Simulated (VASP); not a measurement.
Set up this calculation in VASP 6.6.1, as the native input.

| Property | Result |
| --- | --- |
| Task | single point |
| Functional | LDA |
| Potentials or basis | VASP PAW LDA potentials, release 64 (In_d, Ag) |
| Cutoff | 500 eV |
| k mesh | 14 × 14 × 14 |
| Occupations | gaussian, width 0.15 eV |
| Spin | no spin polarisation |
| Dipole correction | no |
| Further INCAR settings | ALGO = Normal; EDIFF = 1e-06; NBANDS = 19 |

The structure of InAg lies in POSCAR:

```
InAg
1.0
    3.4647886600      0.0000000000      0.0000000000
    0.0000000000      3.4647886600      0.0000000000
    0.0000000000      0.0000000000      3.4647886600
In Ag
1 1
Direct
    0.5000000000      0.4422764216      0.5000000000
    0.0000000000      0.0000000000      0.0000000000
```

This cell differs from its parent crystal: atom 1 (In) moved by (-0.200, +0.000) A along y and z.

The input as run:

INCAR

```
SYSTEM = InAg
PREC     = Accurate       ! precision mode
ENCUT    = 500            ! plane-wave cutoff, eV
EDIFF    = 1E-6           ! SCF threshold, eV
ISMEAR   = 0              ! smearing method
SIGMA    = 0.15           ! smearing width, eV
LREAL    = .False.        ! projectors in reciprocal space
LASPH    = .True.         ! aspherical terms in the spheres
NELM     = 120            ! most SCF steps
ALGO     = Normal         ! electronic algorithm
ISIF     = 2              ! what is computed and relaxed
LWAVE    = .False.        ! write WAVECAR
LCHARG   = .True.         ! write CHGCAR
LELF     = .True.         ! ELF
LVHAR    = .True.       
NBANDS   = 19             ! bands
GGA_COMPAT= .False.
```

KPOINTS

```
regular mesh
0
Gamma
  14 14 14
  0 0 0
```

Potentials or basis: VASP PAW LDA potentials, release 64 (In_d, Ag).

Run with:

```sh
$ cat potpaw_LDA.64/In_d/POTCAR potpaw_LDA.64/Ag/POTCAR > POTCAR
$ mpirun -np 1 vasp_std > vasp.out
```

It gave:

| Item | Value |
| --- | --- |
| Pressure | -4.4 GPa |
| Largest force | 0.303 eV/Å |
| Band gap on the k mesh | zero (band 12 reaches 11.40 eV, above the bottom of band 13 at 7.06 eV) |

Caveat: the cell differs from its parent crystal (atom 1 (In) moved by (-0.200, +0.000) A along y and z); spin-orbit coupling is left out, which moves the levels of the heavy elements.

Run time: 2.5 min on 1 thread of Intel Xeon 6975P-C (shared host), peak memory 0.32 GiB.
